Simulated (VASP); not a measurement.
Wanted: the native input for a VASP 6.6.1 run.

```
Task                   : single point
Functional             : PBE
Potentials or basis    : VASP PAW PBE potentials, release 64 (Bi_d, H)
Cutoff                 : 520 eV
k mesh                 : 6 × 6 × 6
Occupations            : gaussian, width 0.1 eV
Spin                   : no spin polarisation
Dipole correction      : no
Further INCAR settings : ALGO = Normal; EDIFF = 1e-07; NBANDS = 32
```

The structure of Bi3H2 lies in POSCAR:

```
Bi3H2
1.0
    1.8753625974      1.0827411004      8.6932569273
   -1.8753625974      1.0827411004      8.6932569273
    0.0000000000     -2.1654822009      8.6932569273
Bi H
3 2
Direct
    0.0000000000      0.0000000000      0.0000000000
    0.2095000000      0.2095000000      0.2095000000
    0.7905000000      0.7905000000      0.7905000000
    0.4000000000      0.4000000000      0.4000000000
    0.6000000000      0.6000000000      0.6000000000
```

One way to write it, as run:

INCAR

```
ALGO = Normal ; EDIFF = 1E-7
ENCUT = 520 ; GGA = PE
ISIF = 2 ; ISMEAR = 0
LASPH = T ; LCHARG = F
LREAL = F ; LWAVE = F
NBANDS = 32 ; NELM = 100
PREC = Accurate ; SIGMA = 0.1
```

KPOINTS

```
k-points
0
Gamma
  6 6 6
```

Potentials or basis: VASP PAW PBE potentials, release 64 (Bi_d, H).

Run with:

```bash
$ cat potpaw_PBE.64/Bi_d/POTCAR potpaw_PBE.64/H/POTCAR > POTCAR
$ mpirun -np 1 vasp_std > vasp.out
```

Results of the run:

```json
{
  "Pressure": "-0.6 GPa",
  "Largest force": "0.656 eV/Å"
}
```

Wall time 16 min on 1 thread of AMD EPYC 7R13 Processor (Zen 3) (shared host), peak memory 0.64 GiB.
